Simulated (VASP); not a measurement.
# Mn (P6/mmm) in VASP: a series of runs

Mn is run at these levels: PBE; tasks: single point.

Everything below comes from runs of VASP 6.6.1. Logs are shortened: lines on timing, memory, paths and dates and some standing lists are left out, and cuts for length are marked.

## (1) The cell of the first run

The structure is hexagonal, space group P6/mmm (No. 191). Conventional cell: a = 3.880 Å, b = 3.880 Å, c = 2.436 Å, α = 90.00°, β = 90.00°, γ = 120.00°. Mn (site symmetry 6/mmm) has 14 Mn at 2.44 to 2.55 Å within 3.2 Å. Mn (site symmetry -6m2) has 11 Mn at 2.24 to 2.55 Å within 3.0 Å.

This isn't the form of Mn at room conditions, which is a 58-atom cubic cell.

## (2) Single point, PBE, collinear spin, ferromagnetic start

Contents of INCAR:

```
PREC = Accurate
ENCUT = 520
EDIFF = 1E-6
ISMEAR = -1
SIGMA = 0.05
LREAL = F
LASPH = T
NELM = 150
ALGO = Normal
ISIF = 2
LWAVE = F
LCHARG = F
ISPIN = 2
MAGMOM = 3 3 3
LORBIT = 11
LMAXMIX = 4
GGA = PE
NBANDS = 30
```

Contents of KPOINTS:

```
regular mesh
0
Gamma
  9 9 13
```

Contents of POSCAR:

```
Mn
1.0
    3.8795618799      0.0000000000      0.0000000000
   -1.9397809400      3.3597991436      0.0000000000
    0.0000000000      0.0000000000      2.4359726669
Mn
3
Direct
    0.0000000000      0.0000000000      0.0000000000
    0.3333333333      0.6666666667      0.5000000000
    0.6666666667      0.3333333333      0.5000000000
```

Potentials or basis: VASP PAW PBE potentials, release 64 (Mn_pv).

Launch:

```bash
cat potpaw_PBE.64/Mn_pv/POTCAR > POTCAR
mpirun -np 1 vasp_std > vasp.out
```

OUTCAR:

```text
PREC = Accurate
   ENCUT = 520
   EDIFF = 1E-6
   ISMEAR = -1
   LREAL = F
   LASPH = T
   NELM = 150
   ISIF = 2
   ISPIN = 2
   LORBIT = 11
   GGA = PE

 ion  position               nearest neighbor table
   1  0.000  0.000  0.000-   2 2.55   3 2.55   2 2.55   3 2.55   3 2.55   3 2.55   2 2.55   2 2.55
                             3 2.55   3 2.55   2 2.55   2 2.55
   2  0.333  0.667  0.500-   3 2.24   3 2.24   3 2.24   1 2.55   1 2.55   1 2.55   1 2.55   1 2.55
                             1 2.55
   3  0.667  0.333  0.500-   2 2.24   2 2.24   2 2.24   1 2.55   1 2.55   1 2.55   1 2.55   1 2.55
                             1 2.55

  LATTYP: Found a hexagonal cell.
 ALAT       =     3.8795618799
 C/A-ratio  =     0.6278989077

  Lattice vectors:

 A1 = (   3.8795618799,   0.0000000000,   0.0000000000)
 A2 = (  -1.9397809400,   3.3597991436,   0.0000000000)
 A3 = (   0.0000000000,   0.0000000000,   2.4359726669)

Analysis of symmetry for initial positions (statically):
=====================================================================
 Subroutine PRICEL returns:
 Original cell was already a primitive cell.

 Routine SETGRP: Setting up the symmetry group for a
 hexagonal supercell.

 Subroutine GETGRP returns: Found 24 space group operations
 (whereof 24 operations were pure point group operations)
 out of a pool of 24 trial point group operations.

The static configuration has the point symmetry D_6h.

Analysis of symmetry for dynamics (positions and initial velocities):
=====================================================================
 Subroutine PRICEL returns:
 Original cell was already a primitive cell.

 Routine SETGRP: Setting up the symmetry group for a
 hexagonal supercell.

 Subroutine GETGRP returns: Found 24 space group operations
 (whereof 24 operations were pure point group operations)
 out of a pool of 24 trial point group operations.

The dynamic configuration has the point symmetry D_6h.

Analysis of structural, dynamic, and magnetic symmetry:
=====================================================================
 Subroutine PRICEL returns:
 Original cell was already a primitive cell.

 Routine SETGRP: Setting up the symmetry group for a
 hexagonal supercell.

 Subroutine GETGRP returns: Found 24 space group operations
 (whereof 24 operations were pure point group operations)
 out of a pool of 24 trial point group operations.

The overall configuration has the point symmetry D_6h.

 Subroutine INISYM returns: Found 24 space group operations
 (whereof 24 operations are pure point group operations),
 and found     1 'primitive' translations

----------------------------------------------------------------------------------------

                                     Primitive cell

  volume of cell :      31.7518

  direct lattice vectors                    reciprocal lattice vectors
     3.879561880  0.000000000  0.000000000     0.257761065  0.148818420  0.000000000
    -1.939780940  3.359799144  0.000000000     0.000000000  0.297636840  0.000000000
     0.000000000  0.000000000  2.435972667     0.000000000  0.000000000  0.410513637

  length of vectors
     3.879561880  3.879561880  2.435972667     0.297636840  0.297636840  0.410513637

  position of ions in fractional coordinates (direct lattice)
     0.000000000  0.000000000  0.000000000
     0.333333333  0.666666667  0.500000000
     0.666666667  0.333333333  0.500000000

  ion indices of the primitive-cell ions
   primitive index   ion index
                 1           1
                 2           2
                 3           3

----------------------------------------------------------------------------------------

 KPOINTS: regular mesh

Automatic generation of k-mesh.
 Grid dimensions read from file:
 generate k-points for:    9    9   13

 Generating k-lattice:

  Cartesian coordinates                     Fractional coordinates (reciprocal lattice)
     0.028640118  0.016535380  0.000000000     0.111111111  0.000000000  0.000000000
     0.000000000  0.033070760  0.000000000     0.000000000  0.111111111  0.000000000
     0.000000000  0.000000000  0.031577972     0.000000000  0.000000000  0.076923077

  Length of vectors
     0.033070760  0.033070760  0.031577972

  Shift w.r.t. Gamma in fractional coordinates (k-lattice)
     0.000000000  0.000000000  0.000000000

 Subroutine IBZKPT returns following result:
 ===========================================

 Found     84 irreducible k-points:

 Following reciprocal coordinates:
            Coordinates               Weight
  0.000000  0.000000  0.000000      1.000000
  0.111111 -0.000000  0.000000      6.000000
  0.222222 -0.000000  0.000000      6.000000
  0.333333  0.000000  0.000000      6.000000
  0.444444 -0.000000  0.000000      6.000000
  0.111111  0.111111  0.000000      6.000000
[... 16 lines left out ...]
  0.333333  0.222222  0.076923     24.000000
  0.333333  0.333333  0.076923      4.000000
 [... further k-points ...]
   k-points           NKPTS =     84   k-points in BZ     NKDIM =     84   number of bands    NBANDS=     30
   number of dos      NEDOS =    301   number of ions     NIONS =      3
   total plane-waves  NPLWV =  16200
   dimension x,y,z NGX =    30 NGY =   30 NGZ =   18
   dimension x,y,z NGXF=    60 NGYF=   60 NGZF=   36
   ions per type =               3
   NGX,Y,Z   is equivalent  to a cutoff of  12.86, 12.86, 12.28 a.u.
   NGXF,Y,Z  is equivalent  to a cutoff of  25.71, 25.71, 24.57 a.u.
 SYSTEM =  unknown system
   PREC   = accura    normal or accurate (medium, high low for compatibility)
   ISTART =      0    job   : 0-new  1-cont  2-samecut
   ICHARG =      2    charge: 1-file 2-atom 10-const
   ISPIN  =      2    spin polarized calculation?
   LNONCOLLINEAR =      F non collinear calculations
   LSORBIT =      F    spin-orbit coupling
   LASPH  =      T    aspherical Exc in radial PAW
   ENCUT  =  520.0 eV  38.22 Ry    6.18 a.u.   7.21  7.21  4.53*2*pi/ulx,y,z
   NELM   =    150;   NELMIN=  2; NELMDL= -5     # of ELM steps
   EDIFF  = 0.1E-05   stopping-criterion for ELM
   LREAL  =      F    real-space projection
   EDIFFG = 0.1E-04   stopping-criterion for IOM
   NSW    =      0    number of steps for IOM
   IBRION =     -1    ionic relax: 0-MD 1-quasi-New 2-CG
   NFREE  =      0    steps in history (QN), initial steepest desc. (CG)
   ISIF   =      2    stress and relaxation
   ISYM   =      2    0-nonsym 1-usesym 2-fastsym
   POTIM  = 0.5000    time-step for ionic-motion
   TEBEG  =    0.0;   TEEND  =   0.0 temperature during run
   PSTRESS=    0.0 pullay stress
   NELECT =      39.0000    total number of electrons
   NUPDOWN=      -1.0000    fix difference up-down
   EMIN   =  10.00;   EMAX   =-10.00  energy-range for DOS
   EFERMI =   0.00;   METHOD = LEGACY
   ISMEAR =    -1;   SIGMA  =   0.05  broadening in eV -4-tet -1-fermi 0-gaus
   EFERMI_NEDOS =   21; number of points for ismear=-14 and -15
   IALGO  =     38    algorithm
   IMIX   =      4    mixing-type and parameters
     AMIX     =   0.40;   BMIX     =  1.00
     AMIX_MAG =   1.60;   BMIX_MAG =  1.00
  volume/ion in A,a.u.               =      10.58        71.42
  Fermi-wavevector in a.u.,A,eV,Ry     =   1.753235  3.313134 41.822055  3.073834
  Thomas-Fermi vector in A             =   2.823410
   LORBIT       =     11    0 simple, 1 ext, 2 COOP (PROOUT), +10 PAW based schemes
   GGA     = PE    functional components
   LHFCALC =     F    Hartree Fock is set to
   AEXX    =    0.0000 exact exchange contribution
   IVDW    =     0    specifies the selected vdW correction
   LEPSILON=     F    determine dielectric tensor
   LRPA    =     F    only Hartree local field effects (RPA)
 spin polarized calculation
  energy-cutoff  :      520.00
  volume of cell :       31.75
 maximum number of plane-waves:       903
 NGX is ok and might be reduce to    30
   NGX = 15   NGY = 15   NGZ =  9

 number of electron      39.0000069 magnetization      -0.0056233

 number of electron      39.0000069 magnetization       0.0021011

 Free energy of the ion-electron system (eV)
  ---------------------------------------------------
  ext. energy  EPLUGINS =         0.00000000
  ---------------------------------------------------
  free energy    TOTEN  =       -26.70147964 eV

  energy without entropy =      -26.67047678  energy(sigma->0) =      -26.68597821

 E-fermi :  10.6347     XC(G=0): -14.0978

 val. band max:       10.6286395623   @ k =   0.2222   0.2222   0.4615
 cond. band min:      10.6370576269   @ k =   0.4444   0.1111   0.0000
 fundamental gap:      0.0084180647
 Fermi energy:        10.6347167661

 spin component 1

 k-point     1 :       0.0000    0.0000    0.0000
  band No.  band energies     occupation
      1     -37.6247      1.00000
      2     -37.6247      1.00000
      3     -37.2719      1.00000
      4     -37.2719      1.00000
      5     -37.1466      1.00000
      6     -36.9516      1.00000
[... 22 lines left out ...]
     29      19.5475      0.00000
     30      22.4734      0.00000

 k-point     2 :       0.1111   -0.0000    0.0000
  band No.  band energies     occupation
      1     -37.6496      1.00000
      2     -37.6279      1.00000
      3     -37.2408      1.00000
      4     -37.2346      1.00000
      5     -37.1394      1.00000
      6     -36.9555      1.00000
[... 22 lines left out ...]
     29      21.4212      0.00000
     30      23.1056      0.00000

 k-point     3 :       0.2222   -0.0000    0.0000
  band No.  band energies     occupation
      1     -37.7009      1.00000
      2     -37.6161      1.00000
      3     -37.1711      1.00000
      4     -37.1516      1.00000
      5     -37.1192      1.00000
      6     -36.9671      1.00000
[... 682 lines left out ...]
     29      25.2013      0.00000
     30      27.4060      0.00000

 k-point    24 :       0.3333    0.3333    0.0769
  band No.  band energies     occupation
      1     -37.7137      1.00000
      2     -37.4218      1.00000
      3     -37.4218      1.00000
      4     -37.0634      1.00000
      5     -37.0634      1.00000
      6     -36.9879      1.00000
[... 22 lines left out ...]
     29      25.2754      0.00000
     30      25.2754      0.00000

 [... further k-points ...]

 spin component 2

 k-point     1 :       0.0000    0.0000    0.0000
  band No.  band energies     occupation
      1     -37.6254      1.00000
      2     -37.6254      1.00000
      3     -37.2698      1.00000
      4     -37.2698      1.00000
      5     -37.1464      1.00000
      6     -36.9524      1.00000
[... 22 lines left out ...]
     29      19.5477      0.00000
     30      22.4746      0.00000

 k-point     2 :       0.1111   -0.0000    0.0000
  band No.  band energies     occupation
      1     -37.6502      1.00000
      2     -37.6284      1.00000
      3     -37.2388      1.00000
      4     -37.2326      1.00000
      5     -37.1393      1.00000
      6     -36.9564      1.00000
[... 22 lines left out ...]
     29      21.4216      0.00000
     30      23.1061      0.00000

 k-point     3 :       0.2222   -0.0000    0.0000
  band No.  band energies     occupation
      1     -37.7013      1.00000
      2     -37.6165      1.00000
      3     -37.1692      1.00000
      4     -37.1499      1.00000
      5     -37.1191      1.00000
      6     -36.9679      1.00000
[... 682 lines left out ...]
     29      25.2017      0.00000
     30      27.4064      0.00000

 k-point    24 :       0.3333    0.3333    0.0769
  band No.  band energies     occupation
      1     -37.7144      1.00000
      2     -37.4213      1.00000
      3     -37.4213      1.00000
      4     -37.0638      1.00000
      5     -37.0638      1.00000
      6     -36.9860      1.00000
[... 22 lines left out ...]
     29      25.2757      0.00000
     30      25.2757      0.00000

 [... further k-points ...]

------------------------ aborting loop because EDIFF is reached ----------------------------------------

  FORCE on cell =-STRESS in cart. coord.  units (eV):
  Direction    XX          YY          ZZ          XY          YZ          ZX
  --------------------------------------------------------------------------------------
  -------------------------------------------------------------------------------------
  Total        1.0632890      1.0632890      1.0237230     -0.0000000      0.0000000      0.0000000
  in kB       53.6529376     53.6529376     51.6564617     -0.0000000      0.0000000      0.0000000
  external PRESSURE =      52.9874456 kB  Pullay stress =       0.0000000 kB

 VOLUME and BASIS-vectors are now :
 -----------------------------------------------------------------------------
  energy-cutoff  :      520.00
  volume of cell :       31.75
      direct lattice vectors                 reciprocal lattice vectors
     3.879561880  0.000000000  0.000000000     0.257761065  0.148818420  0.000000000
    -1.939780940  3.359799144  0.000000000     0.000000000  0.297636840  0.000000000
     0.000000000  0.000000000  2.435972667     0.000000000  0.000000000  0.410513637

 POSITION                                       TOTAL-FORCE (eV/Angst)
 -----------------------------------------------------------------------------------
      0.00000      0.00000      0.00000        -0.000000      0.000000      0.000000
     -0.00000      2.23987      1.21799         0.000000     -0.000000     -0.000000
      1.93978      1.11993      1.21799        -0.000000      0.000000      0.000000
 -----------------------------------------------------------------------------------
    total drift:                               -0.000000      0.000000      0.000000

  FREE ENERGIE OF THE ION-ELECTRON SYSTEM (eV)
  ---------------------------------------------------
  free  energy   TOTEN  =       -26.7014796404 eV

  energy  without entropy=      -26.6704767775  energy(sigma->0) =      -26.68597821

 total charge

# of ion       s       p       d       tot
------------------------------------------
    1        0.409   6.395   5.160  11.965
    2        0.440   6.416   5.223  12.079
    3        0.440   6.416   5.223  12.079
--------------------------------------------------
tot          1.289  19.228  15.606  36.123

 magnetization (x)

# of ion       s       p       d       tot
------------------------------------------
    1        0.000   0.000   0.003   0.003
    2       -0.000  -0.000  -0.001  -0.001
    3       -0.000  -0.000  -0.001  -0.001
--------------------------------------------------
tot         -0.000   0.000   0.002   0.002
```

It took 76 s on 1 thread of Intel Xeon 6975P-C (Granite Rapids), shared host; peak memory 0.23 GiB.

What came out:

| Property | Result |
| --- | --- |
| Free energy | -26.7015 eV |
| Pressure | 5.3 GPa |
| Net moment | 0.00 μB per cell |
| Valence electrons inside the program's atomic spheres | Mn 11.96, 12.08 (each value once) |

Stress tensor (GPa, compression positive):
```
5.37 0.00 0.00
0.00 5.37 0.00
0.00 0.00 5.17
```

Caveat: the cell stands under pressure.

## (3) Single point, PBE, collinear spin, ferromagnetic start

Contents of INCAR:

```
SYSTEM = Mn
  PREC = Accurate
  ENCUT = 520
  EDIFF = 1E-6
  ISMEAR = -1
  SIGMA = 0.05
  LREAL = .False.
  LASPH = .True.
  NELM = 150
  ALGO = Normal
  ISIF = 2
  LWAVE = .False.
  LCHARG = .False.
  ISPIN = 2
  MAGMOM = 3 3 3
  LORBIT = 11
  LMAXMIX = 4
  GGA = PE
  NBANDS = 30
```

Contents of KPOINTS:

```
Automatic mesh
0
Gamma
  9 9 13
  0 0 0
```

POSCAR is that of step 2.

Potentials or basis: VASP PAW PBE potentials, release 64 (Mn_pv).

Launch:

```bash
cat potpaw_PBE.64/Mn_pv/POTCAR > POTCAR
mpirun -np 1 vasp_std > vasp.out
```

OUTCAR:

```text
SYSTEM = Mn
   PREC = Accurate
   ENCUT = 520
   EDIFF = 1E-6
   ISMEAR = -1
   LREAL = .False.
   LASPH = .True.
   NELM = 150
   ISIF = 2
   ISPIN = 2
   LORBIT = 11
   GGA = PE

 ion  position               nearest neighbor table
   1  0.000  0.000  0.000-   2 2.55   3 2.55   2 2.55   3 2.55   3 2.55   3 2.55   2 2.55   2 2.55
                             3 2.55   3 2.55   2 2.55   2 2.55
   2  0.333  0.667  0.500-   3 2.24   3 2.24   3 2.24   1 2.55   1 2.55   1 2.55   1 2.55   1 2.55
                             1 2.55
   3  0.667  0.333  0.500-   2 2.24   2 2.24   2 2.24   1 2.55   1 2.55   1 2.55   1 2.55   1 2.55
                             1 2.55

  LATTYP: Found a hexagonal cell.
 ALAT       =     3.8795618799
 C/A-ratio  =     0.6278989077

[... 1811 lines left out ...]
      direct lattice vectors                 reciprocal lattice vectors
     3.879561880  0.000000000  0.000000000     0.257761065  0.148818420  0.000000000
    -1.939780940  3.359799144  0.000000000     0.000000000  0.297636840  0.000000000
     0.000000000  0.000000000  2.435972667     0.000000000  0.000000000  0.410513637

 POSITION                                       TOTAL-FORCE (eV/Angst)
 -----------------------------------------------------------------------------------
      0.00000      0.00000      0.00000        -0.000000      0.000000      0.000000
     -0.00000      2.23987      1.21799         0.000000     -0.000000     -0.000000
      1.93978      1.11993      1.21799        -0.000000      0.000000      0.000000
 -----------------------------------------------------------------------------------
    total drift:                               -0.000000      0.000000      0.000000

  FREE ENERGIE OF THE ION-ELECTRON SYSTEM (eV)
  ---------------------------------------------------
  free  energy   TOTEN  =       -26.7014796404 eV

  energy  without entropy=      -26.6704767775  energy(sigma->0) =      -26.68597821

 total charge

# of ion       s       p       d       tot
------------------------------------------
    1        0.409   6.395   5.160  11.965
    2        0.440   6.416   5.223  12.079
    3        0.440   6.416   5.223  12.079
--------------------------------------------------
tot          1.289  19.228  15.606  36.123

 magnetization (x)

# of ion       s       p       d       tot
------------------------------------------
    1        0.000   0.000   0.003   0.003
    2       -0.000  -0.000  -0.001  -0.001
    3       -0.000  -0.000  -0.001  -0.001
--------------------------------------------------
tot         -0.000   0.000   0.002   0.002
```

Run time: 81 s. Hardware: 1 thread of Intel Xeon 6975P-C (Granite Rapids), shared host; peak memory 0.23 GiB.

What came out:

```yaml
Free_energy: -26.7015 eV
Pressure: 5.3 GPa
Net_moment: 0.00 μB per cell
Valence_electrons_inside_the_program's_atomic_spheres: Mn 11.96, 12.08 (each value once)
```

Caveat: the cell stands under pressure.
